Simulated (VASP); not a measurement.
A run of VASP 6.6.1 is set up as follows.

POSCAR

```
CsH
1.0
    0.0000000000      3.0604800000      3.4430400000
    3.0604800000      0.0000000000      3.4430400000
    3.0604800000      3.0604800000      0.0000000000
Cs H
1 1
Direct
    0.0000000000      0.0000000000      0.0000000000
    0.5000000000      0.5000000000      0.5000000000
```

INCAR.step1

```
PREC     = Accurate       # precision mode
ENCUT    = 520            # plane-wave cutoff, eV
ISMEAR   = 0              # smearing method
SIGMA    = 0.05           # smearing width, eV
LREAL    = False          # projectors in reciprocal space
LASPH    = True           # aspherical terms in the spheres
NELM     = 60             # most SCF steps
NBANDS   = 12             # bands
GGA      = PE             # functional
ALGO     = Normal         # electronic algorithm
EDIFF    = 1E-4           # SCF threshold, eV
LWAVE    = True           # write WAVECAR
LCHARG   = False          # write CHGCAR
```

Contents of INCAR.step2:

```
PREC     = Accurate       # precision mode
ENCUT    = 520            # plane-wave cutoff, eV
EDIFF    = 1E-7           # SCF threshold, eV
ISMEAR   = 0              # smearing method
SIGMA    = 0.05           # smearing width, eV
LREAL    = False          # projectors in reciprocal space
LASPH    = True           # aspherical terms in the spheres
NELM     = 60             # most SCF steps
ALGO     = Normal         # electronic algorithm
ISIF     = 2              # what is computed and relaxed
LWAVE    = False          # write WAVECAR
LCHARG   = False          # write CHGCAR
METAGGA  = R2SCAN         # meta-GGA
LMIXTAU  = True         
NBANDS   = 12             # bands
ISTART   = 1
```

File KPOINTS:

```
regular mesh
0
Gamma
  6 6 6
```

Potentials or basis: VASP PAW PBE potentials, release 64 (Cs_sv, H).

Command:

```console
$ cat potpaw_PBE.64/Cs_sv/POTCAR potpaw_PBE.64/H/POTCAR > POTCAR
$ cp INCAR.step1 INCAR
$ mpirun -np 1 vasp_std > vasp.out
$ cp INCAR.step2 INCAR
$ mpirun -np 1 vasp_std > vasp.out
```

(1) What does it give for the band gap on the k mesh?

(2) Estimate the pressure.

Results:

(1) 2.59 eV.

(2) 0.4 GPa.

Caveat: the cell differs from its parent crystal (strain -0.040 along x and y, +0.080 along z); the PAW data sets were made with another functional, which shifts forces and pressure a little; spin-orbit coupling is left out, which moves the levels of the heavy elements.
